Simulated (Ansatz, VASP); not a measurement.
**Two plane-wave programs on CaO**

INCAR

```
PREC = Accurate
ENCUT = 600
EDIFF = 1E-7
ISMEAR = 0
SIGMA = 0.02
LREAL = F
LASPH = T
NELM = 120
ALGO = Normal
ISIF = 3
LWAVE = F
LCHARG = F
GGA = PS
IBRION = 2
NSW = 100
EDIFFG = -0.002
GGA_COMPAT = F
NELMIN = 4
```

KPOINTS

```
Automatic mesh
0
Gamma
  8 8 8
```

POSCAR

```
CaO
1.0
    0.0000000000      2.3838150173      2.3838150173
    2.3838150173      0.0000000000      2.3838150173
    2.3838150173      2.3838150173      0.0000000000
Ca O
1 1
Direct
    0.0000000000      0.0000000000      0.0000000000
    0.5000000000      0.5000000000      0.5000000000
```

Input for Ansatz:

```yaml
crystal:
  lattice:
    - [0.0, 2.3838150173, 2.3838150173]
    - [2.3838150173, 0.0, 2.3838150173]
    - [2.3838150173, 2.3838150173, 0.0]
  atoms:
    - { symbol: Ca, position: [0.0, 0.0, 0.0] }
    - { symbol: O, position: [0.5, 0.5, 0.5] }
basis:
  ecutwfc: 420
kpoints:
  mp_grid: { grid: [8, 8, 8] }
hamiltonian:
  xc: pbesol
scf:
  occupations: { method: gaussian, width: 0.02 }
output:
  forces: true
  stress: true
  eigenvalues: true
  write_density: true
  write_potential: true
  elf: true
  volumetric_format: npy
relax:
  adjacent_minimum: "off"
  f_tol: 0.002
  max_steps: 80
  cell: { stress_tol: 0.02 }
```

Alike in both runs: task relaxation of cell and atoms; functional PBEsol; k mesh 8 × 8 × 8; occupations gaussian, width 0.02 eV; no spin polarisation.

```csv
,VASP,Ansatz
version,VASP 6.6.1,Ansatz 0.2.0
potentials or method,"VASP PAW PBE potentials, release 64 (Ca_sv, O), cutoff 600 eV","scalar-relativistic, plane waves, PAW"
valence electrons in the cell,16,16
```

Ansatz gave:

| Quantity | Value |
| --- | --- |
| gap on the k mesh at the Fermi level, each at its own relaxed structure (eV) | 3.54 |
| relaxed volume (Å³/atom) | 13.54 |
| relaxed cell length with the largest relative difference (Å) | 3.371 |

Estimate VASP's values.

gap on the k mesh at the Fermi level, each at its own relaxed structure (eV): 3.53; relaxed volume (Å³/atom): 13.61; relaxed cell length with the largest relative difference (Å): 3.376.

VASP's potentials were made for PBE, not for PBEsol.
